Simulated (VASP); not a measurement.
# LaP (Fm-3m) in VASP: a series of runs

The runs below take LaP through electric field gradients, with LDA.

Everything below comes from runs of VASP 6.6.1. Logs are shortened: lines on timing, memory, paths and dates and some standing lists are left out, and cuts for length are marked.

**1. The cell of the first run**

Symmetry: Fm-3m, No. 225, cubic system. The conventional cell has a = 6.143 Å, b = 6.143 Å, c = 6.143 Å, α = 90.00°, β = 90.00°, γ = 90.00°. Within 4.0 Å of La (site symmetry m-3m) lie 6 P at 3.07 Å. Within 4.0 Å of P (site symmetry m-3m) lie 6 La at 3.07 Å.

**2. Electric field gradients, LDA (volume scaled by 1.06)**

File INCAR:

```
SYSTEM = LaP
PREC = Accurate ; ENCUT = 520
EDIFF = 1E-8 ; ISMEAR = -1
SIGMA = 0.03 ; LREAL = .False.
LASPH = .True. ; NELM = 100
ALGO = Normal ; ISIF = 2
LWAVE = .False. ; LCHARG = .False.
LEFG = .True. ; NBANDS = 15
```

File KPOINTS:

```
Automatic mesh
0
Gamma
  10 10 10
  0 0 0
```

File POSCAR:

```
LaP
1.0
    0.0000000000      3.0715836276      3.0715836276
    3.0715836276      0.0000000000      3.0715836276
    3.0715836276      3.0715836276      0.0000000000
La P
1 1
Direct
    0.0000000000      0.0000000000      0.0000000000
    0.5000000000      0.5000000000      0.5000000000
```

Potentials or basis: VASP PAW LDA potentials, release 64 (La, P).

The run is started by

```bash
cat potpaw_LDA.64/La/POTCAR potpaw_LDA.64/P/POTCAR > POTCAR
mpirun -np 1 vasp_std > vasp.out
```

OUTCAR:

```text
SYSTEM = LaP
   PREC = Accurate
   ENCUT = 520
   EDIFF = 1E-8
   ISMEAR = -1
   LREAL = .False.
   LASPH = .True.
   NELM = 100
   ISIF = 2

 ion  position               nearest neighbor table
   1  0.000  0.000  0.000-   2 3.07   2 3.07   2 3.07   2 3.07   2 3.07   2 3.07
   2  0.500  0.500  0.500-   1 3.07   1 3.07   1 3.07   1 3.07   1 3.07   1 3.07

  LATTYP: Found a face centered cubic cell.
 ALAT       =     6.1431672552

  Lattice vectors:

 A1 = (   0.0000000000,   3.0715836276,   3.0715836276)
 A2 = (   3.0715836276,   0.0000000000,   3.0715836276)
 A3 = (   3.0715836276,   3.0715836276,   0.0000000000)

Analysis of symmetry for initial positions (statically):
=====================================================================
 Subroutine PRICEL returns:
 Original cell was already a primitive cell.

 Routine SETGRP: Setting up the symmetry group for a
 face centered cubic supercell.

 Subroutine GETGRP returns: Found 48 space group operations
 (whereof 48 operations were pure point group operations)
 out of a pool of 48 trial point group operations.

The static configuration has the point symmetry O_h .

Analysis of symmetry for dynamics (positions and initial velocities):
=====================================================================
 Subroutine PRICEL returns:
 Original cell was already a primitive cell.

 Routine SETGRP: Setting up the symmetry group for a
 face centered cubic supercell.

 Subroutine GETGRP returns: Found 48 space group operations
 (whereof 48 operations were pure point group operations)
 out of a pool of 48 trial point group operations.

The dynamic configuration has the point symmetry O_h .

 Subroutine INISYM returns: Found 48 space group operations
 (whereof 48 operations are pure point group operations),
 and found     1 'primitive' translations

----------------------------------------------------------------------------------------

                                     Primitive cell

  volume of cell :      57.9585

  direct lattice vectors                    reciprocal lattice vectors
     0.000000000  3.071583628  3.071583628    -0.162782480  0.162782480  0.162782480
     3.071583628  0.000000000  3.071583628     0.162782480 -0.162782480  0.162782480
     3.071583628  3.071583628  0.000000000     0.162782480  0.162782480 -0.162782480

  length of vectors
     4.343875224  4.343875224  4.343875224     0.281947526  0.281947526  0.281947526

  position of ions in fractional coordinates (direct lattice)
     0.000000000  0.000000000  0.000000000
     0.500000000  0.500000000  0.500000000

  ion indices of the primitive-cell ions
   primitive index   ion index
                 1           1
                 2           2

----------------------------------------------------------------------------------------

 KPOINTS: Automatic mesh

Automatic generation of k-mesh.
 Grid dimensions read from file:
 generate k-points for:   10   10   10

 Generating k-lattice:

  Cartesian coordinates                     Fractional coordinates (reciprocal lattice)
    -0.016278248  0.016278248  0.016278248     0.100000000  0.000000000  0.000000000
     0.016278248 -0.016278248  0.016278248     0.000000000  0.100000000  0.000000000
     0.016278248  0.016278248 -0.016278248     0.000000000  0.000000000  0.100000000

  Length of vectors
     0.028194753  0.028194753  0.028194753

  Shift w.r.t. Gamma in fractional coordinates (k-lattice)
     0.000000000  0.000000000  0.000000000

 Subroutine IBZKPT returns following result:
 ===========================================

 Found     47 irreducible k-points:

 Following reciprocal coordinates:
            Coordinates               Weight
  0.000000  0.000000  0.000000      1.000000
  0.100000  0.000000  0.000000      8.000000
  0.200000  0.000000  0.000000      8.000000
  0.300000  0.000000  0.000000      8.000000
  0.400000  0.000000  0.000000      8.000000
  0.500000  0.000000  0.000000      4.000000
[... 16 lines left out ...]
  0.300000  0.300000  0.000000      6.000000
  0.400000  0.300000  0.000000     24.000000
 [... further k-points ...]
   k-points           NKPTS =     47   k-points in BZ     NKDIM =     47   number of bands    NBANDS=     15
   number of dos      NEDOS =    301   number of ions     NIONS =      2
   total plane-waves  NPLWV =  32768
   dimension x,y,z NGX =    32 NGY =   32 NGZ =   32
   dimension x,y,z NGXF=    64 NGYF=   64 NGZF=   64
   ions per type =               1   1
   NGX,Y,Z   is equivalent  to a cutoff of  12.25, 12.25, 12.25 a.u.
   NGXF,Y,Z  is equivalent  to a cutoff of  24.49, 24.49, 24.49 a.u.
 SYSTEM =  LaP
   PREC   = accura    normal or accurate (medium, high low for compatibility)
   ISTART =      0    job   : 0-new  1-cont  2-samecut
   ICHARG =      2    charge: 1-file 2-atom 10-const
   ISPIN  =      1    spin polarized calculation?
   LNONCOLLINEAR =      F non collinear calculations
   LSORBIT =      F    spin-orbit coupling
   LASPH  =      T    aspherical Exc in radial PAW
   ENCUT  =  520.0 eV  38.22 Ry    6.18 a.u.   8.08  8.08  8.08*2*pi/ulx,y,z
   NELM   =    100;   NELMIN=  2; NELMDL= -5     # of ELM steps
   EDIFF  = 0.1E-07   stopping-criterion for ELM
   LREAL  =      F    real-space projection
   EDIFFG = 0.1E-06   stopping-criterion for IOM
   NSW    =      0    number of steps for IOM
   IBRION =     -1    ionic relax: 0-MD 1-quasi-New 2-CG
   NFREE  =      0    steps in history (QN), initial steepest desc. (CG)
   ISIF   =      2    stress and relaxation
   ISYM   =      2    0-nonsym 1-usesym 2-fastsym
   POTIM  = 0.5000    time-step for ionic-motion
   TEBEG  =    0.0;   TEEND  =   0.0 temperature during run
   PSTRESS=    0.0 pullay stress
   NELECT =      16.0000    total number of electrons
   NUPDOWN=      -1.0000    fix difference up-down
   EMIN   =  10.00;   EMAX   =-10.00  energy-range for DOS
   EFERMI =   0.00;   METHOD = LEGACY
   ISMEAR =    -1;   SIGMA  =   0.03  broadening in eV -4-tet -1-fermi 0-gaus
   EFERMI_NEDOS =   21; number of points for ismear=-14 and -15
   IALGO  =     38    algorithm
   IMIX   =      4    mixing-type and parameters
     AMIX     =   0.40;   BMIX     =  1.00
     AMIX_MAG =   1.60;   BMIX_MAG =  1.00
  volume/ion in A,a.u.               =      28.98       195.56
  Fermi-wavevector in a.u.,A,eV,Ry     =   1.065964  2.014380 15.460014  1.136279
  Thomas-Fermi vector in A             =   2.201533
   LORBIT       =      0    0 simple, 1 ext, 2 COOP (PROOUT), +10 PAW based schemes
   GGA     = CA    functional components
   LHFCALC =     F    Hartree Fock is set to
   AEXX    =    0.0000 exact exchange contribution
   IVDW    =     0    specifies the selected vdW correction
   LEPSILON=     F    determine dielectric tensor
   LRPA    =     F    only Hartree local field effects (RPA)
 non-spin polarized calculation
  energy-cutoff  :      520.00
  volume of cell :       57.96
 maximum number of plane-waves:      1588
   NGX = 17   NGY = 17   NGZ = 17

 number of electron      16.0000000 magnetization

 Free energy of the ion-electron system (eV)
  ---------------------------------------------------
  ext. energy  EPLUGINS =         0.00000000
  ---------------------------------------------------
  free energy    TOTEN  =       -14.57947372 eV

  energy without entropy =      -14.57897671  energy(sigma->0) =      -14.57922522

 E-fermi :   5.7959     XC(G=0):  -9.6940

 val. band max:        5.7365737483   @ k =   0.5000   0.5000   0.0000
 cond. band min:       5.8472282068   @ k =   0.4000   0.4000   0.0000
 fundamental gap:      0.1106544585
 Fermi energy:         5.7959174739

 k-point     1 :       0.0000    0.0000    0.0000
  band No.  band energies     occupation
      1     -26.0773      2.00000
      2      -9.6388      2.00000
      3      -9.6388      2.00000
      4      -9.6388      2.00000
      5      -3.2330      2.00000
      6       5.8553      0.24262
      7       5.8553      0.24262
      8       5.8553      0.24262
      9       7.4947      0.00000
     10       7.4947      0.00000
     11       7.4947      0.00000
     12       8.0766      0.00000
     13       8.3209      0.00000
     14       8.3209      0.00000
     15       8.5382      0.00000
[... 397 lines left out ...]
 k-point    24 :       0.4000    0.3000    0.0000
  band No.  band energies     occupation
      1     -26.0382      2.00000
      2     -10.0044      2.00000
      3      -9.7782      2.00000
      4      -9.7626      2.00000
      5      -2.6424      2.00000
      6       4.0601      2.00000
      7       5.1674      2.00000
      8       5.3747      2.00000
      9       6.3409      0.00000
     10       8.2875      0.00000
     11       8.3137      0.00000
     12       8.3542      0.00000
     13       8.3553      0.00000
     14       8.4572      0.00000
     15       8.6895      0.00000

 [... further k-points ...]
[... 5 lines left out ...]
  --------------------------------------------------------------------------------------
  -------------------------------------------------------------------------------------
  Total       -2.4505893     -2.4505893     -2.4505893      0.0000000     -0.0000000      0.0000000
  in kB      -67.7429484    -67.7429484    -67.7429484      0.0000000     -0.0000000      0.0000000
  external PRESSURE =     -67.7429484 kB  Pullay stress =       0.0000000 kB

 VOLUME and BASIS-vectors are now :
 -----------------------------------------------------------------------------
  energy-cutoff  :      520.00
  volume of cell :       57.96
      direct lattice vectors                 reciprocal lattice vectors
     0.000000000  3.071583628  3.071583628    -0.162782480  0.162782480  0.162782480
     3.071583628  0.000000000  3.071583628     0.162782480 -0.162782480  0.162782480
     3.071583628  3.071583628  0.000000000     0.162782480  0.162782480 -0.162782480

 POSITION                                       TOTAL-FORCE (eV/Angst)
 -----------------------------------------------------------------------------------
      0.00000      0.00000      0.00000         0.000000      0.000000      0.000000
      3.07158      3.07158      3.07158         0.000000      0.000000      0.000000
 -----------------------------------------------------------------------------------
    total drift:                                0.000000     -0.000000     -0.000000

  FREE ENERGIE OF THE ION-ELECTRON SYSTEM (eV)
  ---------------------------------------------------
  free  energy   TOTEN  =       -14.5794737205 eV

  energy  without entropy=      -14.5789767110  energy(sigma->0) =      -14.57922522

 Electric field gradients (V/A^2)
---------------------------------------------------------------------
 ion       V_xx      V_yy      V_zz      V_xy      V_xz      V_yz
---------------------------------------------------------------------
   1      -0.000    -0.000     0.000    -0.000    -0.000    -0.000
   2       0.000     0.000     0.000     0.000     0.000     0.000
---------------------------------------------------------------------

 Electric field gradients after diagonalization (V/A^2)
 (convention: |V_zz| > |V_xx| > |V_yy|)
----------------------------------------------------------------------
 ion       V_xx      V_yy      V_zz     asymmetry (V_yy - V_xx)/ V_zz
----------------------------------------------------------------------
   1       0.000     0.000    -0.001       0.000
   2      -0.000    -0.000     0.000       0.000
----------------------------------------------------------------------

           NMR quadrupolar parameters

 Cq : quadrupolar parameter    Cq=e*Q*V_zz/h
 eta: asymmetry parameters     (V_yy - V_xx)/ V_zz
 Q  : nuclear electric quadrupole moment in mb (millibarn)
----------------------------------------------------------------------
 ion       Cq(MHz)       eta       Q (mb)
----------------------------------------------------------------------
   1      -0.000       0.000       1.000
   2       0.000       0.000       1.000
----------------------------------------------------------------------
```

It took 28 s on 1 thread of AMD EPYC 9R45 (Zen 5), shared host; peak memory 0.16 GiB.

Results:

* Free energy: -14.5795 eV
* Pressure: -6.8 GPa
* Band gap on the k mesh: zero (band 8 reaches 5.86 eV, above the bottom of band 9 at 5.74 eV)

Levels at points of the mesh, in eV from the Fermi level:
| k point | band 5 | band 6 | band 7 | band 8 | band 9 | band 10 | band 11 | band 12 |
| --- | --- | --- | --- | --- | --- | --- | --- | --- |
| (0.00, 0.00, 0.00) | -9.03 | 0.06 | 0.06 | 0.06 | 1.70 | 1.70 | 1.70 | 2.28 |
| (0.50, 0.00, 0.00) | -7.73 | -2.96 | -1.57 | -1.57 | 2.18 | 2.39 | 2.39 | 2.63 |
| (0.50, 0.50, 0.00) | -8.64 | -0.99 | -0.18 | -0.18 | -0.06 | 2.50 | 2.54 | 2.60 |

Caveat: without QUAD_EFG the Cq values of the log hold for a quadrupole moment of 1 mb, not for the nuclei; spin-orbit coupling is left out, which moves the levels of the heavy elements.

[end of part 1 of 2]
